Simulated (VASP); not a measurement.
# InSb (I-4m2) in VASP: notebook, part 2 of 2

VASP 6.6.1. Earlier steps stand in the parts before.

## 3. Single point, PBE (strain -0.0500 x Voigt [1, 0, 0, 0, 0, 0])

INCAR reads:

```
SYSTEM = InSb
  PREC = Accurate
  ENCUT = 520
  EDIFF = 1E-7
  ISMEAR = 0
  SIGMA = 0.15
  LREAL = .FALSE.
  LASPH = .TRUE.
  NELM = 80
  ALGO = Normal
  ISIF = 2
  LWAVE = .FALSE.
  LCHARG = .FALSE.
  GGA = PE
  NBANDS = 16
```

KPOINTS reads:

```
regular mesh
0
G
  12 12 12
  0 0 0
```

POSCAR reads:

```
InSb
1.0
    0.0000000000      3.2391000000      3.2391000000
    3.0771450000      0.0000000000      3.2391000000
    3.0771450000      3.2391000000      0.0000000000
In Sb
1 1
Direct
    0.0000000000      0.0000000000      0.0000000000
    0.7500000000      0.7500000000      0.7500000000
```

Potentials or basis: VASP PAW PBE potentials, release 64 (In_d, Sb).

Command:

```bash
> cat potpaw_PBE.64/In_d/POTCAR potpaw_PBE.64/Sb/POTCAR > POTCAR
> mpirun -np 1 vasp_std > vasp.out
```

OUTCAR:

```text
SYSTEM = InSb
   PREC = Accurate
   ENCUT = 520
   EDIFF = 1E-7
   ISMEAR = 0
   LREAL = .FALSE.
   LASPH = .TRUE.
   NELM = 80
   ISIF = 2
   GGA = PE

 ion  position               nearest neighbor table
   1  0.000  0.000  0.000-   2 2.76   2 2.76   2 2.76   2 2.76
   2  0.750  0.750  0.750-   1 2.76   1 2.76   1 2.76   1 2.76

  LATTYP: Found a body centered tetragonal cell.
 ALAT       =     4.5807791499
 C/A-ratio  =     1.3435028843

  Lattice vectors:

 A1 = (  -3.0771450000,   0.0000000000,  -3.2391000000)
[... 627 lines left out ...]
      4      -8.9638      2.00000
      5      -8.9534      2.00000
      6      -3.7159      2.00000
[... 8 lines left out ...]
     15      14.0704      0.00000
     16      14.3735      0.00000

 [... further k-points ...]
[... 5 lines left out ...]
  --------------------------------------------------------------------------------------
  -------------------------------------------------------------------------------------
  Total        2.7192880      2.2792568      2.2792568      0.0000000      0.0000000     -0.0000000
  in kB       67.4744149     56.5558020     56.5558020      0.0000000      0.0000000     -0.0000000
  external PRESSURE =      60.1953396 kB  Pullay stress =       0.0000000 kB

 VOLUME and BASIS-vectors are now :
 -----------------------------------------------------------------------------
  energy-cutoff  :      520.00
  volume of cell :       64.57
      direct lattice vectors                 reciprocal lattice vectors
     0.000000000  3.239100000  3.239100000    -0.162488281  0.154363867  0.154363867
     3.077145000  0.000000000  3.239100000     0.162488281 -0.154363867  0.154363867
     3.077145000  3.239100000  0.000000000     0.162488281  0.154363867 -0.154363867

 POSITION                                       TOTAL-FORCE (eV/Angst)
 -----------------------------------------------------------------------------------
      0.00000      0.00000      0.00000         0.000000     -0.000000     -0.000000
      4.61572      4.85865      4.85865        -0.000000      0.000000      0.000000
 -----------------------------------------------------------------------------------
    total drift:                                0.000001     -0.000000     -0.000000

  FREE ENERGIE OF THE ION-ELECTRON SYSTEM (eV)
  ---------------------------------------------------
  free  energy   TOTEN  =        -6.8024957040 eV

  energy  without entropy=       -6.8023097282  energy(sigma->0) =       -6.80240272
```

OSZICAR:

```text
N       E                     dE             d eps       ncg     rms          rms(c)
DAV:   1     0.114685349766E+03    0.11469E+03   -0.79270E+03  5216   0.114E+03
DAV:   2     0.357937066969E+00   -0.11433E+03   -0.11055E+03  5912   0.287E+02
DAV:   3    -0.671735379912E+01   -0.70753E+01   -0.70476E+01  6576   0.725E+01
DAV:   4    -0.691387574797E+01   -0.19652E+00   -0.19648E+00  6688   0.138E+01
DAV:   5    -0.692465456129E+01   -0.10779E-01   -0.10779E-01  7768   0.265E+00    0.454E+00
DAV:   6    -0.681825917134E+01    0.10640E+00   -0.15581E-01  7552   0.630E+00    0.263E+00
DAV:   7    -0.680098987402E+01    0.17269E-01   -0.76931E-02  6936   0.269E+00    0.659E-01
DAV:   8    -0.680180313343E+01   -0.81326E-03   -0.83653E-03  7048   0.109E+00    0.301E-01
DAV:   9    -0.680242161883E+01   -0.61849E-03   -0.98501E-04  6488   0.265E-01    0.788E-02
DAV:  10    -0.680245559625E+01   -0.33977E-04   -0.47447E-05  7272   0.474E-02    0.419E-02
DAV:  11    -0.680249428915E+01   -0.38693E-04   -0.68360E-05  6192   0.552E-02    0.250E-02
DAV:  12    -0.680249574668E+01   -0.14575E-05   -0.12580E-06  6712   0.819E-03    0.633E-03
DAV:  13    -0.680249576083E+01   -0.14144E-07   -0.12308E-06  6288   0.732E-03    0.324E-03
DAV:  14    -0.680249570398E+01    0.56848E-07   -0.26063E-08  5728   0.104E-03
   1 F= -.68024957E+01 E0= -.68024027E+01  d E =-.185976E-03
```

It took 65 s on 1 thread of Intel Xeon 6975P-C (Granite Rapids), shared host; peak memory 0.33 GiB.

Results:

- Free energy: -6.8025 eV
- Pressure: 6.0 GPa

Stress tensor (GPa, compression positive):
```
6.75 0.00 0.00
0.00 5.66 0.00
0.00 0.00 5.66
```

Caveat: the cell differs from its parent crystal (strain -0.0500 x Voigt [1, 0, 0, 0, 0, 0]); the cell stands under pressure; spin-orbit coupling is left out, which moves the levels of the heavy elements.

## 4. Single point, PBE (strain +0.0750 x Voigt [1, 0, 0, 0, 0, 0])

Changes to INCAR since step 3:

```diff
@@ -8,3 +8,3 @@
   LASPH = .TRUE.
-  NELM = 80
+  NELM = 100
   ALGO = Normal
```

KPOINTS reads:

```
Automatic mesh
0
G
  12 12 12
  0 0 0
```

POSCAR reads:

```
InSb
1.0
    0.0000000000      3.2391000000      3.2391000000
    3.4820325000      0.0000000000      3.2391000000
    3.4820325000      3.2391000000      0.0000000000
In Sb
1 1
Direct
    0.0000000000      0.0000000000      0.0000000000
    0.7500000000      0.7500000000      0.7500000000
```

Command:

```bash
> cat potpaw_PBE.64/In_d/POTCAR potpaw_PBE.64/Sb/POTCAR > POTCAR
> mpirun -np 1 vasp_std > vasp.out
```

Run time: 67 s. Hardware: 1 thread of Intel Xeon 6975P-C (Granite Rapids), shared host; peak memory 0.35 GiB.

Results (log left out):

```yaml
Free_energy: -6.9305 eV
Pressure: -0.1 GPa
Band_gap_on_the_k_mesh: zero (filled and empty bands touch)
```

Stress tensor (GPa, compression positive):
```
-1.52  0.00  0.00
 0.00  0.63  0.00
 0.00  0.00  0.63
```

Levels at points of the mesh, in eV from the Fermi level:
| k point | band 7 | band 8 | band 9 | band 10 | band 11 | band 12 |
| --- | --- | --- | --- | --- | --- | --- |
| (0.00, 0.00, 0.00) | -0.83 | -0.45 | -0.08 | -0.08 | 2.74 | 2.74 |
| (0.50, 0.00, 0.00) | -5.49 | -1.32 | -0.87 | 0.17 | 3.50 | 3.76 |
| (0.50, 0.50, 0.00) | -5.71 | -2.35 | -2.31 | 1.00 | 1.16 | 7.25 |
| (0.00, 0.50, 0.50) | -6.00 | -1.99 | -1.99 | 1.50 | 1.50 | 7.46 |

Caveat: the cell differs from its parent crystal (strain +0.0750 x Voigt [1, 0, 0, 0, 0, 0]); semilocal functionals underestimate gaps, so a narrow gap can read as zero; spin-orbit coupling is left out, which moves the levels of the heavy elements.

## 5. Single point, PBE (strain +0.0875 x Voigt [1, 0, 0, 0, 0, 0])

INCAR reads:

```
PREC = Accurate
ENCUT = 520
EDIFF = 1E-6
ISMEAR = 0
SIGMA = 0.15
LREAL = F
LASPH = T
NELM = 60
ALGO = Normal
ISIF = 2
LWAVE = F
LCHARG = F
GGA = PE
NBANDS = 16
```

KPOINTS reads:

```
Automatic mesh
0
Gamma
  12 12 12
```

POSCAR reads:

```
InSb
1.0
    0.0000000000      3.2391000000      3.2391000000
    3.5225212500      0.0000000000      3.2391000000
    3.5225212500      3.2391000000      0.0000000000
In Sb
1 1
Direct
    0.0000000000      0.0000000000      0.0000000000
    0.7500000000      0.7500000000      0.7500000000
```

Command:

```bash
> cat potpaw_PBE.64/In_d/POTCAR potpaw_PBE.64/Sb/POTCAR > POTCAR
> mpirun -np 1 vasp_std > vasp.out
```

It took 59 s on 1 thread of Intel Xeon 6975P-C (Granite Rapids), shared host; peak memory 0.35 GiB.

The run converged. Its results:

```
Free energy            : -6.9208 eV
Pressure               : -0.5 GPa
Band gap on the k mesh : zero (filled and empty bands touch)
```

Stress tensor (GPa, compression positive):
```
-2.19  0.00  0.00
 0.00  0.33  0.00
 0.00  0.00  0.33
```

Levels at points of the mesh, in eV from the Fermi level:
```tsv
k point	band 7	band 8	band 9	band 10	band 11	band 12
(0.00, 0.00, 0.00)	-0.91	-0.50	-0.06	-0.06	2.73	2.73
(0.50, 0.00, 0.00)	-5.45	-1.34	-0.82	0.13	3.49	3.78
(0.50, 0.50, 0.00)	-5.65	-2.33	-2.29	0.97	1.16	7.11
(0.00, 0.50, 0.50)	-5.99	-1.92	-1.92	1.55	1.55	7.38
```

Caveat: the cell differs from its parent crystal (strain +0.0875 x Voigt [1, 0, 0, 0, 0, 0]); semilocal functionals underestimate gaps, so a narrow gap can read as zero; spin-orbit coupling is left out, which moves the levels of the heavy elements.

## 6. Summary

| cell | gap on the mesh (eV) | pressure (GPa) |
| --- | --- | --- |
| a = 4.581, b = 4.412, c = 4.412 Å, angles 62.5, 58.7, 58.7°, 2 atoms | none | 7.7 |
| a = 4.581, b = 4.468, c = 4.468 Å, angles 61.7, 59.2, 59.2°, 2 atoms | - | 6.0 |
| a = 4.581, b = 4.756, c = 4.756 Å, angles 57.6, 61.2, 61.2°, 2 atoms | none | -0.1 |
| a = 4.581, b = 4.785, c = 4.785 Å, angles 57.2, 61.4, 61.4°, 2 atoms | none | -0.5 |

Alike in all rows: task single point; level PBE; potentials or basis VASP PAW PBE potentials, release 64 (In_d, Sb); no spin polarisation; k mesh 12 × 12 × 12; cutoff (eV) 520; smearing gaussian 0.15 eV.

Caveats: spin-orbit coupling is left out, which moves the levels of the heavy elements; semilocal functionals underestimate gaps, so a narrow gap can read as zero (at least some runs); the cell stands under pressure (at least some runs).

Absolute energies hang on the potentials; compare differences alone.
